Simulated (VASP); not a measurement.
# La (Im-3m) in VASP: further runs, part 3 of 3

VASP 6.6.1. The steps go on from the part before.

**7. Single point, r2SCAN, non-collinear spin, zero start, spin-orbit coupling**

This run uses another cell than the first one, of 38.46 Å³/atom.

The input, POSCAR:

```
La
1.0
   -2.1263823034      2.1263823034      2.1263823034
    2.1263823034     -2.1263823034      2.1263823034
    2.1263823034      2.1263823034     -2.1263823034
La
1
Direct
    0.0000000000      0.0000000000      0.0000000000
```

The input, INCAR.step1:

```
SYSTEM = La
  PREC = Accurate
  ENCUT = 520
  ISMEAR = -1
  SIGMA = 0.1
  LREAL = .FALSE.
  LASPH = .TRUE.
  NELM = 150
  LNONCOLLINEAR = .TRUE.
  MAGMOM = 0 0 0
  LSORBIT = .TRUE.
  GGA_COMPAT = .FALSE.
  LMAXMIX = 6
  NBANDS = 22
  GGA = PE
  ALGO = Normal
  EDIFF = 1E-4
  LWAVE = .TRUE.
  LCHARG = .FALSE.
```

The input, INCAR.step2:

```
SYSTEM = La
  PREC = Accurate
  ENCUT = 520
  EDIFF = 1E-7
  ISMEAR = -1
  SIGMA = 0.1
  LREAL = .FALSE.
  LASPH = .TRUE.
  NELM = 150
  ALGO = Normal
  ISIF = 2
  LWAVE = .FALSE.
  LCHARG = .TRUE.
  LNONCOLLINEAR = .TRUE.
  MAGMOM = 0 0 0
  LORBIT = 11
  LSORBIT = .TRUE.
  GGA_COMPAT = .FALSE.
  LORBMOM = .TRUE.
  LMAXMIX = 6
  METAGGA = R2SCAN
  LMIXTAU = .TRUE.
  LVHAR = .TRUE.
  NBANDS = 22
  ISTART = 1
```

The input, KPOINTS:

```
Automatic mesh
0
G
  10 10 10
  0 0 0
```

Potentials or basis: VASP PAW PBE potentials, release 64 (La).

Launch:

```
cat potpaw_PBE.64/La/POTCAR > POTCAR
cp INCAR.step1 INCAR
mpirun -np 1 vasp_ncl > vasp.out
cp INCAR.step2 INCAR
mpirun -np 1 vasp_ncl > vasp.out
```

OUTCAR:

```text
SYSTEM = La
   PREC = Accurate
   ENCUT = 520
   EDIFF = 1E-7
   ISMEAR = -1
   LREAL = .FALSE.
   LASPH = .TRUE.
   NELM = 150
   ISIF = 2
   LNONCOLLINEAR = .TRUE.
   LORBIT = 11
   LSORBIT = .TRUE.
   METAGGA = R2SCAN
   ISTART = 1

 ion  position               nearest neighbor table
   1  0.000  0.000  0.000-

  LATTYP: Found a body centered cubic cell.
 ALAT       =     4.2527646068

  Lattice vectors:

 A1 = (  -2.1263823034,   2.1263823034,   2.1263823034)
 A2 = (   2.1263823034,  -2.1263823034,   2.1263823034)
 A3 = (   2.1263823034,   2.1263823034,  -2.1263823034)

Analysis of symmetry for initial positions (statically):
=====================================================================
 Subroutine PRICEL returns:
 Original cell was already a primitive cell.

 Routine SETGRP: Setting up the symmetry group for a
 body centered cubic supercell.

 Subroutine GETGRP returns: Found 48 space group operations
 (whereof 48 operations were pure point group operations)
 out of a pool of 48 trial point group operations.

The static configuration has the point symmetry O_h .

Analysis of symmetry for dynamics (positions and initial velocities):
=====================================================================
 Subroutine PRICEL returns:
 Original cell was already a primitive cell.

 Routine SETGRP: Setting up the symmetry group for a
 body centered cubic supercell.

 Subroutine GETGRP returns: Found 48 space group operations
 (whereof 48 operations were pure point group operations)
 out of a pool of 48 trial point group operations.

The dynamic configuration has the point symmetry O_h .

[... 773 lines left out ...]
  Total       -0.0093348     -0.0093348     -0.0093348      0.0000000      0.0000000      0.0000000
  in kB       -0.3888925     -0.3888925     -0.3888925      0.0000000      0.0000000      0.0000000
  external PRESSURE =      -0.3888925 kB  Pullay stress =       0.0000000 kB

 VOLUME and BASIS-vectors are now :
 -----------------------------------------------------------------------------
  energy-cutoff  :      520.00
  volume of cell :       38.46
      direct lattice vectors                 reciprocal lattice vectors
    -2.126382303  2.126382303  2.126382303     0.000000000  0.235141159  0.235141159
     2.126382303 -2.126382303  2.126382303     0.235141159  0.000000000  0.235141159
     2.126382303  2.126382303 -2.126382303     0.235141159  0.235141159  0.000000000

 POSITION                                       TOTAL-FORCE (eV/Angst)
 -----------------------------------------------------------------------------------
      0.00000      0.00000      0.00000         0.000000     -0.000000      0.000000
 -----------------------------------------------------------------------------------
    total drift:                                0.000000     -0.000000     -0.000000

  FREE ENERGIE OF THE ION-ELECTRON SYSTEM (eV)
  ---------------------------------------------------
  free  energy   TOTEN  =       -29.9472157441 eV

  energy  without entropy=      -29.8633928550  energy(sigma->0) =      -29.90530430

 orbital moment (x)

 # of ion     p       d       f       tot
 ------------------------------------------------
  1         0.000  -0.000   0.000   0.000
 ------------------------------------------------
            0.000  -0.000   0.000   0.000

 orbital moment (y)

 # of ion     p       d       f       tot
 ------------------------------------------------
  1         0.000   0.000   0.000   0.000
 ------------------------------------------------
            0.000   0.000   0.000   0.000

 orbital moment (z)

 # of ion     p       d       f       tot
 ------------------------------------------------
  1         0.000   0.000   0.000   0.000
 ------------------------------------------------
            0.000   0.000   0.000   0.000

 Spin-Orbit-Coupling matrix elements

 Ion:    1  E_soc:     -0.5679137
 l=   1
     0.0000000    -0.0934949    -0.0934949
    -0.0934949     0.0000000    -0.0934949
    -0.0934949    -0.0934949     0.0000000
 l=   2
     0.0000000     0.0000404     0.0000000     0.0000404    -0.0011085
     0.0000404     0.0000000    -0.0008314     0.0000404    -0.0002771
     0.0000000    -0.0008314     0.0000000    -0.0008314     0.0000000
     0.0000404     0.0000404    -0.0008314     0.0000000    -0.0002771
    -0.0011085    -0.0002771     0.0000000    -0.0002771     0.0000000
 l=   3
     0.0000000    -0.0000081     0.0000000     0.0000000     0.0000000     0.0000017    -0.0000686
    -0.0000081     0.0000000    -0.0000134     0.0000000    -0.0000134    -0.0000215    -0.0000081
     0.0000000    -0.0000134     0.0000000    -0.0000320     0.0000008    -0.0000375     0.0000000
     0.0000000     0.0000000    -0.0000320     0.0000000    -0.0000320     0.0000000     0.0000000
     0.0000000    -0.0000134     0.0000008    -0.0000320     0.0000000    -0.0000375     0.0000000
     0.0000017    -0.0000215    -0.0000375     0.0000000    -0.0000375     0.0000000     0.0000017
    -0.0000686    -0.0000081     0.0000000     0.0000000     0.0000000     0.0000017     0.0000000

 total charge

# of ion       s       p       d       f       tot
--------------------------------------------------
    1        2.040   5.584   0.850   0.071   8.545

 magnetization (x)

# of ion       s       p       d       f       tot
--------------------------------------------------
    1        0.000  -0.000  -0.000  -0.000   0.000

 magnetization (y)

# of ion       s       p       d       f       tot
--------------------------------------------------
    1       -0.000  -0.000   0.000  -0.000  -0.000

 magnetization (z)

# of ion       s       p       d       f       tot
--------------------------------------------------
    1        0.000   0.000  -0.000  -0.000   0.000
```

OUTCAR.step1:

```text
SYSTEM = La
   PREC = Accurate
   ENCUT = 520
   ISMEAR = -1
   LREAL = .FALSE.
   LASPH = .TRUE.
[... 863 lines left out ...]
    -0.0000119     0.0000000    -0.0000198     0.0000000    -0.0000198    -0.0000317    -0.0000119
     0.0000000    -0.0000198     0.0000000    -0.0000440     0.0000008    -0.0000471     0.0000000
     0.0000000     0.0000000    -0.0000440     0.0000000    -0.0000440     0.0000000     0.0000000
     0.0000000    -0.0000198     0.0000008    -0.0000440     0.0000000    -0.0000471     0.0000000
     0.0000013    -0.0000317    -0.0000471     0.0000000    -0.0000471     0.0000000     0.0000013
    -0.0000906    -0.0000119     0.0000000     0.0000000     0.0000000     0.0000013     0.0000000

=======================================================================

 ========================================================
```

OSZICAR.step1:

```text
N       E                     dE             d eps       ncg     rms          rms(c)
DAV:   1     0.124464229389E+03    0.12446E+03   -0.37149E+03  2092   0.133E+03
DAV:   2     0.121895304953E+02   -0.11227E+03   -0.10884E+03  2644   0.238E+02
DAV:   3    -0.362824546869E+01   -0.15818E+02   -0.15032E+02  3116   0.114E+02
DAV:   4    -0.499477358316E+01   -0.13665E+01   -0.13307E+01  4082   0.301E+01
DAV:   5    -0.508812166531E+01   -0.93348E-01   -0.92882E-01  3496   0.763E+00    0.217E+00
DAV:   6    -0.509626015163E+01   -0.81385E-02   -0.15264E-01  4088   0.314E+00    0.117E+00
DAV:   7    -0.509659327638E+01   -0.33312E-03   -0.27685E-02  3552   0.154E+00    0.410E-01
DAV:   8    -0.509878178531E+01   -0.21885E-02   -0.81671E-03  3880   0.754E-01    0.193E-01
DAV:   9    -0.509949331879E+01   -0.71153E-03   -0.98692E-04  4024   0.203E-01    0.164E-01
DAV:  10    -0.510053961279E+01   -0.10463E-02   -0.21709E-03  3080   0.410E-01    0.614E-02
DAV:  11    -0.510068033628E+01   -0.14072E-03   -0.65589E-04  4096   0.302E-01    0.492E-02
DAV:  12    -0.510067041130E+01    0.99250E-05   -0.66122E-05  2936   0.109E-01
   1 F= -.51006704E+01 E0= -.50561034E+01  d E =-.891340E-01  mag=    -0.0000    -0.0000    -0.0000
```

Run time: 8 min. Hardware: 1 thread of Intel Xeon Platinum 8488C (Sapphire Rapids), shared host; peak memory 0.33 GiB.

What came out:

```yaml
Free_energy: -29.9472 eV
Pressure: 0.0 GPa
Net_moment: 0.00 μB per cell
Valence_electrons_inside_the_program's_atomic_spheres: La 8.54
```

Moments on the atoms (μB; x, y, z):
```
La  0.00 0.00 0.00
```

Caveat: the PAW data sets were made with another functional, which shifts forces and pressure a little.

**8. The runs side by side**

```csv
task,spin,cell,k mesh,cutoff (eV),gap on the mesh (eV),pressure (GPa)
single point,off,"a = 3.731 Å, angles 109.5°, 1 atom",12 × 12 × 12,520,none,-0.9
single point,off,"a = 3.779 Å, angles 109.5°, 1 atom",12 × 12 × 12,520,none,-1.7
single point,off,"a = 3.825 Å, angles 109.5°, 1 atom",12 × 12 × 12,520,none,-2.5
single point,off,"a = 3.683 Å, angles 109.5°, 1 atom",17 × 17 × 17,520,none,0.0
relaxation of cell and atoms,off,"relaxed from a = 3.649 Å, angles 109.5°, 1 atom",11 × 11 × 11,600,none,0.0
single point,"non-collinear, zero start, SOC","a = 3.683 Å, angles 109.5°, 1 atom",10 × 10 × 10,520,-,0.0
```

Alike in all rows: level r2SCAN; potentials or basis VASP PAW PBE potentials, release 64 (La); smearing fermi-dirac 0.1 eV.

Caveats: the PAW data sets were made with another functional, which shifts forces and pressure a little; spin-orbit coupling is left out, which moves the levels of the heavy elements (at least some runs).

Absolute energies hang on the potentials; compare differences alone.
